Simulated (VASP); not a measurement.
The system is Rh2Cl.

```
Rh Cl
1.0
     0.00000    2.93327    2.93327
     2.93327    0.00000    2.93327
     2.93327    2.93327    0.00000
Rh Cl
2 1
Cartesian
  1.4666 1.4666 1.4666
  4.3999 4.3999 4.3999
  0.0000 0.0000 0.0000
```

* Program: VASP 6.6.1
* Task: relaxation of cell and atoms
* Functional: PBE
* Potentials or basis: VASP PAW PBE potentials, release 64 (Rh_pv, Cl)
* Cutoff: 600 eV
* k mesh: 6 × 6 × 6
* Occupations: gaussian, width 0.1 eV
* Spin: no spin polarisation

At the start: pressure -5.4 GPa; volume 16.83 Å³/atom.

Question: Where does the relaxation end?

Answer: Over 3 steps the energy falls by 15.1 meV/atom and the volume is 15.99 Å³/atom (-5.0 %); space group Fm-3m (No. 225, to 0.05 Å).

The path:
| step | energy change (eV) | largest force (eV/Å) | pressure (GPa) | volume (Å³) |
| --- | --- | --- | --- | --- |
| 1 | 0.0000 | 0.0000 | -5.43 | 50.48 |
| 2 | -0.0255 | 0.0000 | 4.31 | 46.43 |
| 3 | -0.0453 | 0.0000 | -0.01 | 47.96 |

Final structure:
```
Rh Cl
1.0
     0.00000    2.88362    2.88362
     2.88362    0.00000    2.88362
     2.88362    2.88362    0.00000
Rh Cl
2 1
Cartesian
  1.4418 1.4418 1.4418
  4.3254 4.3254 4.3254
  0.0000 0.0000 0.0000
```

Caveat: an odd number of electrons without spin polarisation forces a metal; a magnetic or distorted state may lie lower.
